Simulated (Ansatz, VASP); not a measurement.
This is a calculation of FeO for Ansatz 0.2.0.

Contents of input.yaml:

```yaml
crystal:
  lattice:
    - [-1.602103413, 1.602103413, 2.08339225]
    - [1.602103413, -1.602103413, 2.08339225]
    - [1.602103413, 1.602103413, -2.08339225]
  atoms:
    - { symbol: Fe, position: [0.0, 0.0, 0.0], spin: 3.0 }
    - { symbol: O, position: [0.5, 0.5, 0.0] }
hamiltonian:
  xc: pbesol
  pseudopotentials: { kind: paw }
magnetization:
  spin_polarized: true
  initial_magnetization: 3.0
  spin_locking: { lock_magnetization: hard }
kpoints:
  mp_grid: { grid: [10, 10, 10] }
scf:
  occupations: { method: fermi_dirac, width: 0.05 }
  lower_state_search: "off"
output:
  forces: true
  stress: true
  eigenvalues: true
```

Potentials or basis: Ansatz PAW.

The run is started by

```sh
$ ansatz run input.yaml --threads 2 --pin off --max-ram 5632MiB --backend cpu --events-out ev --progress --plain --runs-dir out
```

Question: Set up the same calculation for VASP 6.6.1. Potentials there: VASP PAW PBE potentials, release 64 (Fe, O).

Answer: As run (the cutoff follows the program's own potentials):

Contents of INCAR:

```
PREC     = Accurate       # precision mode
ENCUT    = 520            # plane-wave cutoff, eV
EDIFF    = 1E-7           # SCF threshold, eV
ISMEAR   = -1             # smearing method
SIGMA    = 0.05           # smearing width, eV
LREAL    = False          # projectors in reciprocal space
LASPH    = True           # aspherical terms in the spheres
NELM     = 150            # most SCF steps
ALGO     = Normal         # electronic algorithm
ISIF     = 2              # what is computed and relaxed
LWAVE    = False          # write WAVECAR
LCHARG   = False          # write CHGCAR
ISPIN    = 2              # spin polarisation
MAGMOM   = 3 0            # initial moments
LORBIT   = 11             # projections on sites
NUPDOWN  = 3.0            # fixed moment
LMAXMIX  = 4              # l up to which the mixer works
GGA      = PS             # functional
NBANDS   = 18             # bands
```

KPOINTS

```
regular mesh
0
Gamma
  10 10 10
```

File POSCAR:

```
FeO
1.0
   -1.6021034130      1.6021034130      2.0833922500
    1.6021034130     -1.6021034130      2.0833922500
    1.6021034130      1.6021034130     -2.0833922500
Fe O
1 1
Direct
    0.0000000000      0.0000000000      0.0000000000
    0.5000000000      0.5000000000      0.0000000000
```

Potentials or basis: VASP PAW PBE potentials, release 64 (Fe, O).

Run with:

```bash
$ cat potpaw_PBE.64/Fe/POTCAR potpaw_PBE.64/O/POTCAR > POTCAR
$ mpirun -np 1 vasp_std > vasp.out
```

Both were run:

|  | VASP | Ansatz | Ansatz less VASP |
| --- | --- | --- | --- |
| pressure (GPa) | -25.2 | -25.5 | -0.27 |
| traceless stress, the component that is largest in VASP (GPa) | -1.12 | -1.61 | -0.492 |
| net moment per atom (μB) | 1.50 | 1.50 | 0.000 |
| size of the moment on the site where the two differ most (μB) | 2.87 | 2.69 | -0.186 |

VASP's potentials were made for PBE, not for PBEsol. Site moments also hang on the region over which each program counts them. The functional is the same, so the differences come from potentials, cutoffs and numerics. VASP's potentials hold 14 valence electrons a cell and Ansatz's 22, so a difference there can come from the potentials and not from the codes.
